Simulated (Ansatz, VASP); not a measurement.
# One calculation of InSe2, two programs

Contents of INCAR:

```
PREC = Accurate
ENCUT = 520
EDIFF = 1E-6
ISMEAR = 0
SIGMA = 0.1
LREAL = False
LASPH = True
NELM = 60
ALGO = Normal
ISIF = 2
LWAVE = False
LCHARG = False
GGA = PE
NBANDS = 34
```

KPOINTS

```
Automatic mesh
0
Gamma
  4 4 2
```

Contents of POSCAR:

```
InSe2
1.0
    3.8948930000      0.0000000000      0.0000000000
    0.0000000000      3.8948930000      0.0000000000
    0.0000000000      0.0000000000      9.6262310000
In Se
2 4
Direct
    0.0000000000      0.5000000000      0.7064680000
    0.5000000000      0.0000000000      0.2935320000
    0.0000000000      0.5000000000      0.3662120000
    0.5000000000      0.0000000000      0.6337880000
    0.0000000000      0.0000000000      0.0000000000
    0.5000000000      0.5000000000      0.0000000000
```

Input for Ansatz:

```yaml
crystal:
  lattice:
    - [3.894893, 0.0, 0.0]
    - [0.0, 3.894893, 0.0]
    - [0.0, 0.0, 9.626231]
  atoms:
    - { symbol: In, position: [0.0, 0.5, 0.706468] }
    - { symbol: In, position: [0.5, 0.0, 0.293532] }
    - { symbol: Se, position: [0.0, 0.5, 0.366212] }
    - { symbol: Se, position: [0.5, 0.0, 0.633788] }
    - { symbol: Se, position: [0.0, 0.0, 0.0] }
    - { symbol: Se, position: [0.5, 0.5, 0.0] }
basis:
  ecutwfc: 420
kpoints:
  mp_grid: { grid: [4, 4, 2] }
hamiltonian:
  xc: pbe
scf:
  occupations: { method: gaussian, width: 0.1 }
output:
  forces: true
  stress: true
  eigenvalues: true
```

Alike in both runs: task single point; functional PBE; k mesh 4 × 4 × 2; occupations gaussian, width 0.1 eV; no spin polarisation.

|  | VASP | Ansatz |
| --- | --- | --- |
| version | VASP 6.6.1 | Ansatz 0.2.0 |
| potentials or method | VASP PAW PBE potentials, release 64 (In_d, Se), cutoff 520 eV | scalar-relativistic, plane waves, PAW |
| valence electrons in the cell | 50 | 90 |

Ansatz gave:

| Property | Result |
| --- | --- |
| gap on the k mesh at the Fermi level (eV) | none |
| pressure (GPa) | 0.2 |
| traceless stress, the component that is largest in VASP (GPa) | 0.36 |
| rms of the force components (eV/Å) | 0.052 |

Question: What did VASP give for the same quantities?

Answer: gap on the k mesh at the Fermi level (eV): none; pressure (GPa): 0.2; traceless stress, the component that is largest in VASP (GPa): 0.34; rms of the force components (eV/Å): 0.052.

Atom by atom the forces differ by 0.000 eV/Å (rms over components). A gap of «none» marks a metal or a gap that the smearing closes. The functional is the same, so the differences come from potentials, cutoffs and numerics. VASP's potentials hold 50 valence electrons a cell and Ansatz's 90, so a difference there can come from the potentials and not from the codes.

The k mesh is coarse, so the values compare programs but aren't converged.
